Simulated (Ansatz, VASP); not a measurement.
**One calculation of TiSi16, two programs**

```
CELL_PARAMETERS angstrom
0.00000 5.43000 5.43000
5.43000 0.00000 5.43000
5.43000 5.43000 0.00000
ATOMIC_POSITIONS crystal
Si 0.00123 0.99841 0.00012
Si 0.12371 0.12672 0.12271
Si 0.99079 0.00232 0.50531
Si 0.12330 0.13142 0.62644
Si 0.00145 0.50027 0.00040
Si 0.12328 0.62779 0.12168
Si 0.00091 0.50382 0.49225
Si 0.12340 0.61928 0.62666
Si 0.50631 0.00184 0.98994
Si 0.62759 0.13063 0.12265
Si 0.50385 0.00833 0.50365
Si 0.62901 0.12168 0.62798
Si 0.49393 0.50328 0.99999
Si 0.62773 0.61929 0.12277
Si 0.50429 0.48459 0.50366
Si 0.62717 0.62373 0.62607
Ti 0.37714 0.87334 0.37661
```

Alike in both runs: functional PBE; k mesh 2 × 2 × 2; occupations gaussian, width 0.02 eV; no spin polarisation.

Ansatz relaxed the structure, and its values are those at the end. VASP's run is a single point on that final structure, the one shown.

|  | VASP | Ansatz |
| --- | --- | --- |
| version | VASP 6.6.1 | Ansatz 0.2.0 |
| potentials or method | VASP PAW PBE potentials, release 64 (Si, Ti_sv), cutoff 520 eV | scalar-relativistic, plane waves, PAW |
| valence electrons in the cell | 76 | 76 |

VASP gave:

- rms of the force components (eV/Å): 0.005

**Question.** What did Ansatz give for the same quantities?

**Answer.** rms of the force components (eV/Å): 0.006.

The functional is the same, so the differences come from potentials, cutoffs and numerics.

The k mesh is coarse, so the values compare programs but aren't converged.
